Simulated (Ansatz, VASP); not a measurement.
Al in VASP and in Ansatz

```
CELL_PARAMETERS angstrom
3.04012 0.00000 0.00000
-1.52006 2.63282 0.00000
0.00000 0.00000 7.98180
ATOMIC_POSITIONS crystal
Al 0.00000 0.00000 0.00000
Al 0.33333 0.66667 0.25000
Al 0.00000 0.00000 0.50000
Al 0.66667 0.33333 0.75000
```

Alike in both runs: task single point; functional r2SCAN; k mesh 24 × 24 × 6; occupations gaussian, width 0.15 eV; no spin polarisation.

|  | VASP | Ansatz |
| --- | --- | --- |
| version | VASP 6.6.1 | Ansatz 0.2.0 |
| potentials or method | VASP PAW PBE potentials, release 64 (Al), cutoff 520 eV | scalar-relativistic, plane waves, PAW |
| valence electrons in the cell | 12 | 12 |

|  | VASP | Ansatz | Ansatz less VASP |
| --- | --- | --- | --- |
| gap on the k mesh at the Fermi level (eV) | none | none | - |
| pressure (GPa) | 5.0 | 5.4 | +0.31 |
| traceless stress, the component that is largest in VASP (GPa) | 12.52 | 12.57 | +0.046 |

VASP's potentials were made for PBE, not for r2SCAN. A gap of «none» marks a metal or a gap that the smearing closes. The functional is the same, so the differences come from potentials, cutoffs and numerics.
